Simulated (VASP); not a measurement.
# CaO (Fm-3m) in VASP: settings compared, part 2 of 2

VASP 6.6.1. Earlier steps stand in the parts before.

## 5. Single point, PBE (volume scaled by 1.10)

Contents of INCAR:

```
ALGO = Normal
EDIFF = 1E-6
ENCUT = 520
GGA = PE
ISIF = 2
ISMEAR = 0
LASPH = T
LCHARG = T
LELF = T
LREAL = F
LVHAR = T
LWAVE = F
NBANDS = 15
NELM = 80
PREC = Accurate
SIGMA = 0.02
```

Contents of KPOINTS:

```
k-points
0
Gamma
  8 8 8
```

Contents of POSCAR:

```
CaO
1.0
    0.0000000000      2.4930142661      2.4930142661
    2.4930142661      0.0000000000      2.4930142661
    2.4930142661      2.4930142661      0.0000000000
Ca O
1 1
Direct
    0.0000000000      0.0000000000      0.0000000000
    0.5000000000      0.5000000000      0.5000000000
```

Potentials or basis: VASP PAW PBE potentials, release 64 (Ca_sv, O).

Command:

```bash
$ cat potpaw_PBE.64/Ca_sv/POTCAR potpaw_PBE.64/O/POTCAR > POTCAR
$ mpirun -np 1 vasp_std > vasp.out
```

OUTCAR:

```text
EDIFF = 1E-6
   ENCUT = 520
   GGA = PE
   ISIF = 2
   ISMEAR = 0
   LASPH = T
   LREAL = F
   NELM = 80
   PREC = Accurate

 ion  position               nearest neighbor table
   1  0.000  0.000  0.000-   2 2.49   2 2.49   2 2.49   2 2.49   2 2.49   2 2.49
   2  0.500  0.500  0.500-   1 2.49   1 2.49   1 2.49   1 2.49   1 2.49   1 2.49

  LATTYP: Found a face centered cubic cell.
 ALAT       =     4.9860285322

  Lattice vectors:

 A1 = (   0.0000000000,   2.4930142661,   2.4930142661)
 A2 = (   2.4930142661,   0.0000000000,   2.4930142661)
 A3 = (   2.4930142661,   2.4930142661,   0.0000000000)

Analysis of symmetry for initial positions (statically):
[... 5 lines left out ...]
 face centered cubic supercell.

 Subroutine GETGRP returns: Found 48 space group operations
 (whereof 48 operations were pure point group operations)
 out of a pool of 48 trial point group operations.

The static configuration has the point symmetry O_h .

Analysis of symmetry for dynamics (positions and initial velocities):
[... 5 lines left out ...]
 face centered cubic supercell.

 Subroutine GETGRP returns: Found 48 space group operations
 (whereof 48 operations were pure point group operations)
 out of a pool of 48 trial point group operations.

The dynamic configuration has the point symmetry O_h .

 Subroutine INISYM returns: Found 48 space group operations
 (whereof 48 operations are pure point group operations),
 and found     1 'primitive' translations

----------------------------------------------------------------------------------------

                                     Primitive cell

  volume of cell :      30.9888

  direct lattice vectors                    reciprocal lattice vectors
     0.000000000  2.493014266  2.493014266    -0.200560425  0.200560425  0.200560425
     2.493014266  0.000000000  2.493014266     0.200560425 -0.200560425  0.200560425
     2.493014266  2.493014266  0.000000000     0.200560425  0.200560425 -0.200560425

  length of vectors
     3.525654586  3.525654586  3.525654586     0.347380846  0.347380846  0.347380846

[... 103 lines left out ...]
  Thomas-Fermi vector in A             =   2.443678
   LORBIT       =      0    0 simple, 1 ext, 2 COOP (PROOUT), +10 PAW based schemes
   GGA     = PE    functional components
   LHFCALC =     F    Hartree Fock is set to
   AEXX    =    0.0000 exact exchange contribution
   IVDW    =     0    specifies the selected vdW correction
   LEPSILON=     F    determine dielectric tensor
   LRPA    =     F    only Hartree local field effects (RPA)
 non-spin polarized calculation
 Gauss-broadening in eV      SIGMA  =   0.02
  energy-cutoff  :      520.00
  volume of cell :       30.99
 maximum number of plane-waves:       869
 NGX is ok and might be reduce to    28
   NGX = 13   NGY = 13   NGZ = 13

 number of electron      16.0000001 magnetization

 Free energy of the ion-electron system (eV)
  ---------------------------------------------------
  ext. energy  EPLUGINS =         0.00000000
  ---------------------------------------------------
  free energy    TOTEN  =       -12.73841212 eV

  energy without entropy =      -12.73841212  energy(sigma->0) =      -12.73841212

 E-fermi :   1.9992     XC(G=0):  -9.9521

 val. band max:        1.7628680247   @ k =   0.0000   0.0000   0.0000
 cond. band min:       5.4014009879   @ k =   0.5000   0.5000   0.0000
 fundamental gap:      3.6385329632
 Fermi energy:         1.9991782562

 k-point     1 :       0.0000    0.0000    0.0000
  band No.  band energies     occupation
      1     -36.3452      2.00000
      2     -17.1726      2.00000
      3     -17.1726      2.00000
      4     -17.1726      2.00000
      5     -13.5635      2.00000
      6       1.7629      2.00000
      7       1.7629      2.00000
      8       1.7629      2.00000
      9       5.6399      0.00000
     10       7.7007      0.00000
     11       7.7007      0.00000
     12       7.7007      0.00000
     13       9.0220      0.00000
     14       9.0220      0.00000
[... 401 lines left out ...]
      2     -17.7330      2.00000
      3     -17.3362      2.00000
      4     -17.2595      2.00000
      5     -12.9293      2.00000
      6      -0.1189      2.00000
      7       0.7411      2.00000
      8       0.8526      2.00000
      9       8.0751      0.00000
     10       8.1457      0.00000
     11       9.8789      0.00000
     12       9.8939      0.00000
     13      11.1125      0.00000
     14      12.6396      0.00000
     15      14.1947      0.00000

 [... further k-points ...]
[... 5 lines left out ...]
  --------------------------------------------------------------------------------------
  -------------------------------------------------------------------------------------
  Total       -1.5058711     -1.5058711     -1.5058711      0.0000000     -0.0000000      0.0000000
  in kB      -77.8563583    -77.8563583    -77.8563583      0.0000000     -0.0000000      0.0000000
  external PRESSURE =     -77.8563583 kB  Pullay stress =       0.0000000 kB

 VOLUME and BASIS-vectors are now :
 -----------------------------------------------------------------------------
  energy-cutoff  :      520.00
  volume of cell :       30.99
      direct lattice vectors                 reciprocal lattice vectors
     0.000000000  2.493014266  2.493014266    -0.200560425  0.200560425  0.200560425
     2.493014266  0.000000000  2.493014266     0.200560425 -0.200560425  0.200560425
     2.493014266  2.493014266  0.000000000     0.200560425  0.200560425 -0.200560425

 POSITION                                       TOTAL-FORCE (eV/Angst)
 -----------------------------------------------------------------------------------
      0.00000      0.00000      0.00000         0.000000      0.000000     -0.000000
      2.49301      2.49301      2.49301         0.000000      0.000000      0.000000
 -----------------------------------------------------------------------------------
    total drift:                                0.000000      0.000000      0.000000

  FREE ENERGIE OF THE ION-ELECTRON SYSTEM (eV)
  ---------------------------------------------------
  free  energy   TOTEN  =       -12.7384121217 eV

  energy  without entropy=      -12.7384121217  energy(sigma->0) =      -12.73841212
```

It took 12 s on 1 thread of Intel Xeon Platinum 8488C (Sapphire Rapids), shared host; peak memory 0.16 GiB.

What came out:

```yaml
Free_energy: -12.7384 eV
Pressure: -7.8 GPa
Band_gap_on_the_k_mesh: 3.64 eV, indirect (least direct gap 3.88 eV)
```

Levels at points of the mesh, in eV from the valence-band top:
```tsv
k point	band 6	band 7	band 8	band 9	band 10	band 11
(0.00, 0.00, 0.00)	0.00	0.00	0.00	3.88	5.94	5.94
(0.50, 0.00, 0.00)	-2.39	-1.00	-1.00	6.54	7.69	7.76
(0.50, 0.50, 0.00)	-1.32	-0.39	-0.39	3.64	7.26	8.27
```

Caveat: the cell differs from its parent crystal (volume scaled by 1.10).

## 6. Single point, revPBE

This run uses another cell than the first one, of 14.09 Å³/atom, 0.943 times its volume.

Contents of INCAR:

```
SYSTEM = CaO
PREC = Accurate
ENCUT = 600
EDIFF = 1E-6
ISMEAR = 0
SIGMA = 0.02
LREAL = .FALSE.
LASPH = .TRUE.
NELM = 120
ALGO = Normal
ISIF = 2
LWAVE = .FALSE.
LCHARG = .FALSE.
GGA = RE
NBANDS = 15
GGA_COMPAT = .FALSE.
```

Contents of KPOINTS:

```
Automatic mesh
0
G
  8 8 8
  0 0 0
```

Contents of POSCAR:

```
CaO
1.0
    0.0000000000      2.4150559805      2.4150559805
    2.4150559805      0.0000000000      2.4150559805
    2.4150559805      2.4150559805      0.0000000000
Ca O
1 1
Direct
    0.0000000000      0.0000000000      0.0000000000
    0.5000000000      0.5000000000      0.5000000000
```

Potentials or basis: VASP PAW PBE potentials, release 64 (Ca_sv, O).

Command:

```bash
$ cat potpaw_PBE.64/Ca_sv/POTCAR potpaw_PBE.64/O/POTCAR > POTCAR
$ mpirun -np 1 vasp_std > vasp.out
```

Wall time 35 s (1 thread of Intel Xeon 8259CL, shared host); peak memory 0.16 GiB.

It converged, with:

| Quantity | Value |
| --- | --- |
| Free energy | -12.1763 eV |
| Pressure | 3.3 GPa |
| Band gap on the k mesh | 3.72 eV, indirect (least direct gap 4.10 eV) |

Levels at points of the mesh, in eV from the valence-band top:
| k point | band 4 | band 5 | band 6 | band 7 | band 8 | band 9 | band 10 | band 11 | band 12 | band 13 |
| --- | --- | --- | --- | --- | --- | --- | --- | --- | --- | --- |
| (0.00, 0.00, 0.00) | -18.55 | -15.57 | 0.00 | 0.00 | 0.00 | 4.71 | 6.24 | 6.24 | 6.24 | 7.68 |
| (0.50, 0.00, 0.00) | -18.60 | -14.45 | -2.57 | -1.17 | -1.17 | 7.03 | 8.30 | 8.30 | 8.51 | 10.29 |
| (0.50, 0.50, 0.00) | -18.76 | -15.34 | -1.30 | -0.38 | -0.38 | 3.72 | 7.95 | 8.80 | 9.43 | 9.43 |

Caveat: the PAW data sets were made with another functional, which shifts forces and pressure a little. A k mesh can miss the band edges.

## 7. Summary

| level | cell | cutoff (eV) | gap on the mesh (eV) | pressure (GPa) |
| --- | --- | --- | --- | --- |
| PBE | a = 3.482 Å, angles 60.0°, 2 atoms | 520 | 3.64 | -5.0 |
| PBE | a = 3.310 Å, angles 60.0°, 2 atoms | 520 | 3.60 | 13.1 |
| PBE | a = 3.273 Å, angles 60.0°, 2 atoms | 520 | 3.57 | 18.9 |
| PBE | a = 3.526 Å, angles 60.0°, 2 atoms | 520 | 3.64 | -7.8 |
| revPBE | a = 3.415 Å, angles 60.0°, 2 atoms | 600 | 3.72 | 3.3 |

Alike in all rows: task single point; potentials or basis VASP PAW PBE potentials, release 64 (Ca_sv, O); no spin polarisation; k mesh 8 × 8 × 8; smearing gaussian 0.02 eV.

Caveats: the PAW data sets were made with another functional, which shifts forces and pressure a little (some runs).

Absolute energies hang on the potentials; compare differences alone.
